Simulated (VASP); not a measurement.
# Fe (Im-3m) in VASP: single point with r2SCAN

Aim: the single point of Fe with r2SCAN.

Program: VASP 6.6.1. These are calculated values, not measurements. Logs are shortened: lines on timing, memory, paths and dates and some standing lists are left out, and cuts for length are marked.

## Step 1: The cell of the first run

Symmetry: Im-3m, No. 229, cubic system. Conventional cell: a = 2.865 Å, b = 2.865 Å, c = 2.865 Å, α = 90.00°, β = 90.00°, γ = 90.00°. Fe (site symmetry m-3m) has 14 Fe at 2.48 to 2.87 Å within 3.3 Å.

## Step 2: Single point, r2SCAN, collinear spin, ferromagnetic start

The input, POSCAR:

```
Fe
1.0
   -1.4327000000      1.4327000000      1.4327000000
    2.8654000000     -2.8654000000      2.8654000000
    1.4327000000      1.4327000000     -1.4327000000
Fe
2
Direct
    0.0000000000      0.0000000000      0.0000000000
    0.0000000000      0.5000000000      0.0000000000
```

The input, INCAR.step1:

```
SYSTEM = Fe
ALGO = Normal ; EDIFF = 1E-4
ENCUT = 520 ; GGA = PE
ISMEAR = -1 ; ISPIN = 2
LASPH = .TRUE. ; LCHARG = .FALSE.
LMAXMIX = 4 ; LREAL = .FALSE.
LWAVE = .TRUE. ; MAGMOM = 4 4
NBANDS = 19 ; NELM = 150
PREC = Accurate ; SIGMA = 0.05
```

The input, INCAR.step2:

```
SYSTEM = Fe
ALGO = Normal ; EDIFF = 1E-6
ENCUT = 520 ; ISIF = 2
ISMEAR = -1 ; ISPIN = 2
ISTART = 1 ; LASPH = .TRUE.
LCHARG = .FALSE. ; LMAXMIX = 4
LMIXTAU = .TRUE. ; LORBIT = 11
LREAL = .FALSE. ; LWAVE = .FALSE.
MAGMOM = 4 4 ; METAGGA = R2SCAN
NBANDS = 19 ; NELM = 150
PREC = Accurate ; SIGMA = 0.05
```

The input, KPOINTS:

```
k-points
0
G
  12 6 12
  0 0 0
```

Potentials or basis: VASP PAW PBE potentials, release 64 (Fe).

Launch:

```bash
> cat potpaw_PBE.64/Fe/POTCAR > POTCAR
> cp INCAR.step1 INCAR
> mpirun -np 1 vasp_std > vasp.out
> cp INCAR.step2 INCAR
> mpirun -np 1 vasp_std > vasp.out
```

OUTCAR:

```text
SYSTEM = Fe
   EDIFF = 1E-6
   ENCUT = 520
   ISIF = 2
   ISMEAR = -1
   ISPIN = 2
   ISTART = 1
   LASPH = .TRUE.
   LORBIT = 11
   LREAL = .FALSE.
   METAGGA = R2SCAN
   NELM = 150
   PREC = Accurate

 ion  position               nearest neighbor table
   1  0.000  0.000  0.000-   2 2.48   2 2.48   2 2.48   2 2.48   2 2.87   2 2.87   2 2.87   2 2.87

   2  0.000  0.500  0.000-   1 2.48   1 2.48   1 2.48   1 2.48   1 2.87   1 2.87   1 2.87   1 2.87

  LATTYP: Found a base centered orthorhombic cell.
 ALAT       =     2.8654000000
 B/A-ratio  =     1.4142135624
 C/A-ratio  =     1.4142135624

  Lattice vectors:

 A1 = (   1.4327000000,   1.4327000000,  -1.4327000000)
 A2 = (  -1.4327000000,   1.4327000000,   1.4327000000)
 A3 = (   2.8654000000,   0.0000000000,   2.8654000000)

Analysis of symmetry for initial positions (statically):
=====================================================================
 Subroutine PRICEL returns following result:

  LATTYP: Found a body centered cubic cell.
 ALAT       =     2.8654000000

  Lattice vectors:

 A1 = (  -1.4327000000,   1.4327000000,   1.4327000000)
 A2 = (   1.4327000000,  -1.4327000000,   1.4327000000)
 A3 = (   1.4327000000,   1.4327000000,  -1.4327000000)

   2 primitive cells build up your supercell.

 Routine SETGRP: Setting up the symmetry group for a
 base centered orthorhombic supercell.

 Subroutine GETGRP returns: Found  8 space group operations
 (whereof  8 operations were pure point group operations)
 out of a pool of  8 trial point group operations.

The static configuration has the point symmetry D_2h.

Analysis of symmetry for dynamics (positions and initial velocities):
=====================================================================
 Subroutine PRICEL returns following result:

  LATTYP: Found a body centered cubic cell.
 ALAT       =     2.8654000000

  Lattice vectors:

 A1 = (  -1.4327000000,   1.4327000000,   1.4327000000)
 A2 = (   1.4327000000,  -1.4327000000,   1.4327000000)
 A3 = (   1.4327000000,   1.4327000000,  -1.4327000000)

   2 primitive cells build up your supercell.

 Routine SETGRP: Setting up the symmetry group for a
 base centered orthorhombic supercell.

 Subroutine GETGRP returns: Found  8 space group operations
 (whereof  8 operations were pure point group operations)
 out of a pool of  8 trial point group operations.

The dynamic configuration has the point symmetry D_2h.

Analysis of structural, dynamic, and magnetic symmetry:
=====================================================================
 Subroutine PRICEL returns following result:

  LATTYP: Found a body centered cubic cell.
 ALAT       =     2.8654000000

  Lattice vectors:

 A1 = (  -1.4327000000,   1.4327000000,   1.4327000000)
 A2 = (   1.4327000000,  -1.4327000000,   1.4327000000)
 A3 = (   1.4327000000,   1.4327000000,  -1.4327000000)

   2 primitive cells build up your supercell.

 Routine SETGRP: Setting up the symmetry group for a
 base centered orthorhombic supercell.

 Subroutine GETGRP returns: Found  8 space group operations
 (whereof  8 operations were pure point group operations)
 out of a pool of  8 trial point group operations.

The overall configuration has the point symmetry D_2h.

 Subroutine INISYM returns: Found  8 space group operations
 (whereof  8 operations are pure point group operations),
 and found     2 'primitive' translations

----------------------------------------------------------------------------------------

                                     Primitive cell

  volume of cell :      11.7632

  direct lattice vectors                    reciprocal lattice vectors
    -1.432700000  1.432700000  1.432700000     0.000000000  0.348991415  0.348991415
     1.432700000 -1.432700000  1.432700000     0.348991415  0.000000000  0.348991415
     1.432700000  1.432700000 -1.432700000     0.348991415  0.348991415  0.000000000

  length of vectors
     2.481509192  2.481509192  2.481509192     0.493548392  0.493548392  0.493548392

  position of ions in fractional coordinates (direct lattice)
     0.000000000  0.000000000  0.000000000

  ion indices of the primitive-cell ions
   primitive index   ion index
                 1           1

----------------------------------------------------------------------------------------

 KPOINTS: k-points

Automatic generation of k-mesh.
 Grid dimensions read from file:
 generate k-points for:   12    6   12

 Generating k-lattice:

  Cartesian coordinates                     Fractional coordinates (reciprocal lattice)
     0.000000000  0.029082618  0.029082618     0.083333333  0.000000000  0.000000000
     0.029082618  0.000000000  0.029082618     0.000000000  0.166666667  0.000000000
     0.029082618  0.029082618  0.000000000     0.000000000  0.000000000  0.083333333

  Length of vectors
     0.041129033  0.041129033  0.041129033

  Shift w.r.t. Gamma in fractional coordinates (k-lattice)
     0.000000000  0.000000000  0.000000000

 Subroutine IBZKPT returns following result:
 ===========================================

 Found    154 irreducible k-points:

 Following reciprocal coordinates:
            Coordinates               Weight
  0.000000  0.000000  0.000000      1.000000
  0.083333  0.000000  0.000000      8.000000
  0.166667  0.000000  0.000000      8.000000
  0.250000  0.000000  0.000000      8.000000
  0.333333  0.000000  0.000000      8.000000
  0.416667  0.000000  0.000000      8.000000
[... 16 lines left out ...]
 -0.333333  0.333333  0.000000      4.000000
  0.000000  0.500000  0.000000      1.000000
 [... further k-points ...]
   k-points           NKPTS =    154   k-points in BZ     NKDIM =    154   number of bands    NBANDS=     19
   number of dos      NEDOS =    301   number of ions     NIONS =      2
   total plane-waves  NPLWV =  12960
   dimension x,y,z NGX =    18 NGY =   40 NGZ =   18
   dimension x,y,z NGXF=    36 NGYF=   80 NGZF=   36
   ions per type =               2
   NGX,Y,Z   is equivalent  to a cutoff of  12.06, 13.40, 12.06 a.u.
   NGXF,Y,Z  is equivalent  to a cutoff of  24.12, 26.80, 24.12 a.u.
 SYSTEM =  Fe
   PREC   = accura    normal or accurate (medium, high low for compatibility)
   ISTART =      1    job   : 0-new  1-cont  2-samecut
   ICHARG =      0    charge: 1-file 2-atom 10-const
   ISPIN  =      2    spin polarized calculation?
   LNONCOLLINEAR =      F non collinear calculations
   LSORBIT =      F    spin-orbit coupling
   LASPH  =      T    aspherical Exc in radial PAW
   ENCUT  =  520.0 eV  38.22 Ry    6.18 a.u.   4.61  9.23  4.61*2*pi/ulx,y,z
   NELM   =    150;   NELMIN=  2; NELMDL=  0     # of ELM steps
   EDIFF  = 0.1E-05   stopping-criterion for ELM
   LREAL  =      F    real-space projection
   EDIFFG = 0.1E-04   stopping-criterion for IOM
   NSW    =      0    number of steps for IOM
   IBRION =     -1    ionic relax: 0-MD 1-quasi-New 2-CG
   NFREE  =      0    steps in history (QN), initial steepest desc. (CG)
   ISIF   =      2    stress and relaxation
   ISYM   =      2    0-nonsym 1-usesym 2-fastsym
   POTIM  = 0.5000    time-step for ionic-motion
   TEBEG  =    0.0;   TEEND  =   0.0 temperature during run
   PSTRESS=    0.0 pullay stress
   NELECT =      16.0000    total number of electrons
   NUPDOWN=      -1.0000    fix difference up-down
   EMIN   =  10.00;   EMAX   =-10.00  energy-range for DOS
   EFERMI =   0.00;   METHOD = LEGACY
   ISMEAR =    -1;   SIGMA  =   0.05  broadening in eV -4-tet -1-fermi 0-gaus
   EFERMI_NEDOS =   21; number of points for ismear=-14 and -15
   IALGO  =     38    algorithm
   IMIX   =      4    mixing-type and parameters
     AMIX     =   0.40;   BMIX     =  1.00
     AMIX_MAG =   1.60;   BMIX_MAG =  1.00
  volume/ion in A,a.u.               =      11.76        79.38
  Fermi-wavevector in a.u.,A,eV,Ry     =   1.439670  2.720581 28.200104  2.072649
  Thomas-Fermi vector in A             =   2.558500
   LORBIT       =     11    0 simple, 1 ext, 2 COOP (PROOUT), +10 PAW based schemes
   METAGGA = R2SCAN    functional components
   LHFCALC =     F    Hartree Fock is set to
   AEXX    =    0.0000 exact exchange contribution
   IVDW    =     0    specifies the selected vdW correction
   LEPSILON=     F    determine dielectric tensor
   LRPA    =     F    only Hartree local field effects (RPA)
 spin polarized calculation
  energy-cutoff  :      520.00
  volume of cell :       23.53
 maximum number of plane-waves:       647
   NGX =  9   NGY = 19   NGZ =  9

 number of electron      15.9999997 magnetization       5.3764287

 Free energy of the ion-electron system (eV)
  ---------------------------------------------------
  ext. energy  EPLUGINS =         0.00000000
  ---------------------------------------------------
  free energy    TOTEN  =       -28.71458748 eV

  energy without entropy =      -28.70021388  energy(sigma->0) =      -28.70740068

 E-fermi :   5.4719     XC(G=0): -14.0236

 val. band max:        5.4380832363   @ k =  -0.4167   0.0000   0.2500
 cond. band min:       5.4753679038   @ k =  -0.3333  -0.3333   0.1667
 fundamental gap:      0.0372846675
 Fermi energy:         5.4719474668

 spin component 1

 k-point     1 :       0.0000    0.0000    0.0000
  band No.  band energies     occupation
      1      -3.0253      1.00000
      2       0.1065      1.00000
      3       1.4018      1.00000
      4       2.3917      1.00000
      5       2.3918      1.00000
      6       2.3919      1.00000
[... 505 lines left out ...]
      6       2.4063      1.00000
[... 11 lines left out ...]
     18      29.5981      0.00000
     19      29.6038      0.00000

 [... further k-points ...]

 spin component 2

 k-point     1 :       0.0000    0.0000    0.0000
  band No.  band energies     occupation
      1      -3.6216      1.00000
      2       1.9967      1.00000
      3       4.4560      1.00000
      4       5.4911      0.40548
      5       5.8719      0.00034
      6       5.8719      0.00034
[... 505 lines left out ...]
      6       5.3653      0.89404
[... 11 lines left out ...]
     18      30.1813      0.00000
     19      31.3551      0.00000

 [... further k-points ...]

------------------------ aborting loop because EDIFF is reached ----------------------------------------

  FORCE on cell =-STRESS in cart. coord.  units (eV):
  Direction    XX          YY          ZZ          XY          YZ          ZX
  --------------------------------------------------------------------------------------
  -------------------------------------------------------------------------------------
  Total        0.1677719      0.1677227      0.1677719      0.0000000      0.0000000      0.0003988
  in kB       11.4254723     11.4221210     11.4254723      0.0000000      0.0000000      0.0271586
  external PRESSURE =      11.4243552 kB  Pullay stress =       0.0000000 kB

 VOLUME and BASIS-vectors are now :
 -----------------------------------------------------------------------------
  energy-cutoff  :      520.00
  volume of cell :       23.53
      direct lattice vectors                 reciprocal lattice vectors
    -1.432700000  1.432700000  1.432700000     0.000000000  0.348991415  0.348991415
     2.865400000 -2.865400000  2.865400000     0.174495707  0.000000000  0.174495707
     1.432700000  1.432700000 -1.432700000     0.348991415  0.348991415  0.000000000

 POSITION                                       TOTAL-FORCE (eV/Angst)
 -----------------------------------------------------------------------------------
      0.00000      0.00000      0.00000        -0.000000     -0.000000      0.000000
      1.43270     -1.43270      1.43270         0.000000      0.000000     -0.000000
 -----------------------------------------------------------------------------------
    total drift:                                0.000000     -0.000000      0.000000

  FREE ENERGIE OF THE ION-ELECTRON SYSTEM (eV)
  ---------------------------------------------------
  free  energy   TOTEN  =       -28.7145874764 eV

  energy  without entropy=      -28.7002138840  energy(sigma->0) =      -28.70740068

 total charge

# of ion       s       p       d       tot
------------------------------------------
    1        0.481   0.553   6.166   7.200
    2        0.481   0.553   6.166   7.200
--------------------------------------------------
tot          0.962   1.105  12.333  14.400

 magnetization (x)

# of ion       s       p       d       tot
------------------------------------------
    1       -0.010  -0.113   2.877   2.754
    2       -0.010  -0.113   2.877   2.754
--------------------------------------------------
tot         -0.021  -0.226   5.754   5.508
```

Run time: 12 min. Hardware: 1 thread of Intel Xeon 8259CL, shared host; peak memory 0.23 GiB.

What came out:

```
Free energy                                           : -28.7146 eV
Pressure                                              : 1.1 GPa
Net moment                                            : 5.38 μB per cell
Site moments                                          : Fe +2.75 μB
Valence electrons inside the program's atomic spheres : Fe 7.20
```

Caveat: the PAW data sets were made with another functional, which shifts forces and pressure a little.
